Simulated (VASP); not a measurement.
TiTe2:

```xyz
3
Lattice="3.7770 0.0000 0.0000 -1.8885 3.2710 0.0000 0.0000 0.0000 6.4980" Properties=species:S:1:pos:R:3 pbc="T T T"
Te    0.0000    2.1807    4.7903
Te    1.8885    1.0903    1.7077
Ti    0.0000    0.0000    0.0000
```

* Program: VASP 6.6.1
* Task: relaxation of cell and atoms
* Functional: BLYP
* Dispersion: D4
* Potentials or basis: VASP PAW PBE potentials, release 64 (Te, Ti_sv)
* Cutoff: 600 eV
* k mesh: 8 × 8 × 4
* Occupations: fermi-dirac, width 0.05 eV
* Spin: no spin polarisation

At the start: pressure 0.9 GPa; volume 26.76 Å³/atom.

Task: Where does the relaxation end?

Result: Over 5 steps the energy falls by 2.0 meV/atom and the volume is 27.20 Å³/atom (+1.6 %); space group P-3m1 (No. 164, to 0.05 Å).

The path:
```csv
step,energy change (eV),largest force (eV/Å),pressure (GPa),volume (Å³)
1,0.0000,0.0498,0.89,80.28
2,-0.0038,0.1204,-0.53,82.02
3,-0.0044,0.0748,-0.15,81.53
4,-0.0059,0.0227,-0.09,81.58
5,-0.0061,0.0047,-0.03,81.60
```

Final structure:
```yaml
crystal:
  lattice:
    - [3.81820, 0.00000, 0.00000]
    - [-1.90910, 3.30666, 0.00000]
    - [0.00000, 0.00000, 6.46307]
  atoms:
    - { symbol: Te, position: [0.33333, 0.66667, 0.73763] }
    - { symbol: Te, position: [0.66667, 0.33333, 0.26237] }
    - { symbol: Ti, position: [0.00000, 0.00000, 0.00000] }
```

Caveat: the PAW data sets were made with another functional, which shifts forces and pressure a little.
